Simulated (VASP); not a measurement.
Write the native input for VASP 6.6.1 that does the following.

- Task: single point
- Functional: PBEsol
- Potentials or basis: VASP PAW PBE potentials, release 64 (Ge_d)
- Cutoff: 520 eV
- k mesh: 4 × 4 × 4
- Occupations: fermi-dirac, width 0.05 eV
- Spin: no spin polarisation
- Dipole correction: no
- Further INCAR settings: ALGO = Normal; EDIFF = 1e-07; NBANDS = 36

The structure of Ge lies in POSCAR:

```
Ge
1.0
    0.0000000000      2.8857400000      5.1156650000
    2.6304970000      0.0000000000      5.1156650000
    2.6304970000      2.8857400000      0.0000000000
Ge
4
Direct
    0.7818669997      0.7818669997      0.2181330003
    0.2181330003      0.2181330003      0.7818669997
    0.2735099992      0.7264900008      0.2735099992
    0.7264900008      0.2735099992      0.7264900008
```

These files were run (other wordings do the same):

INCAR

```
PREC     = Accurate       # precision mode
ENCUT    = 520            # plane-wave cutoff, eV
EDIFF    = 1E-7           # SCF threshold, eV
ISMEAR   = -1             # smearing method
SIGMA    = 0.05           # smearing width, eV
LREAL    = False          # projectors in reciprocal space
LASPH    = True           # aspherical terms in the spheres
NELM     = 60             # most SCF steps
ALGO     = Normal         # electronic algorithm
ISIF     = 2              # what is computed and relaxed
LWAVE    = False          # write WAVECAR
LCHARG   = False          # write CHGCAR
GGA      = PS             # functional
NBANDS   = 36             # bands
```

KPOINTS

```
Automatic mesh
0
Gamma
  4 4 4
```

Potentials or basis: VASP PAW PBE potentials, release 64 (Ge_d).

Run with:

```console
$ cat potpaw_PBE.64/Ge_d/POTCAR > POTCAR
$ mpirun -np 1 vasp_std > vasp.out
```

Results of the run:

```
Pressure               : -3.6 GPa
Largest force          : 0.170 eV/Å
Band gap on the k mesh : zero (band 28 reaches 6.94 eV, above the bottom of band 29 at 4.31 eV)
```

Caveat: the k points lie up to 0.43 Å⁻¹ apart; the PAW data sets were made with another functional, which shifts forces and pressure a little.

Run time: 41 s on 1 thread of Intel(R) Xeon(R) 6975P-C (Granite Rapids), on a shared host, peak memory 0.24 GiB.
